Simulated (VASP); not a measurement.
Set up this calculation in VASP 6.6.1, as the native input.

```
Task                   : single point
Functional             : PBE
Potentials or basis    : VASP PAW PBE potentials, release 64 (B, N)
Cutoff                 : 600 eV
k mesh                 : 3 × 3 × 3
Occupations            : gaussian, width 0.01 eV
Spin                   : no spin polarisation
Dipole correction      : no
Further INCAR settings : ALGO = Normal; EDIFF = 1e-06; NBANDS = 11
```

The structure of BN lies in POSCAR:

```
BN
1.0
    0.0000000000      1.8549819070      1.8549819070
    1.8549819070      0.0000000000      1.8549819070
    1.8549819070      1.8549819070      0.0000000000
B N
1 1
Direct
    0.0000000000      0.0000000000      0.0000000000
    0.2500000000      0.2500000000      0.2500000000
```

These files were run (other wordings do the same):

INCAR

```
  PREC = Accurate
  ENCUT = 600
  EDIFF = 1E-6
  ISMEAR = 0
  SIGMA = 0.01
  LREAL = False
  LASPH = True
  NELM = 120
  ALGO = Normal
  ISIF = 2
  LWAVE = False
  LCHARG = False
  GGA = PE
  NBANDS = 11
  GGA_COMPAT = False
```

KPOINTS

```
Automatic mesh
0
Gamma
  3 3 3
```

Potentials or basis: VASP PAW PBE potentials, release 64 (B, N).

Command:

```sh
$ cat potpaw_PBE.64/B/POTCAR potpaw_PBE.64/N/POTCAR > POTCAR
$ mpirun -np 1 vasp_std > vasp.out
```

It gave:

```yaml
Pressure: -20.2 GPa
Band_gap_on_the_k_mesh: 5.41 eV, indirect (least direct gap 8.35 eV)
```

Caveat: the k points lie up to 0.98 Å⁻¹ apart.

Wall time 3.4 s on 1 thread of AMD EPYC 7R13 (shared host), peak memory 0.1 GiB.
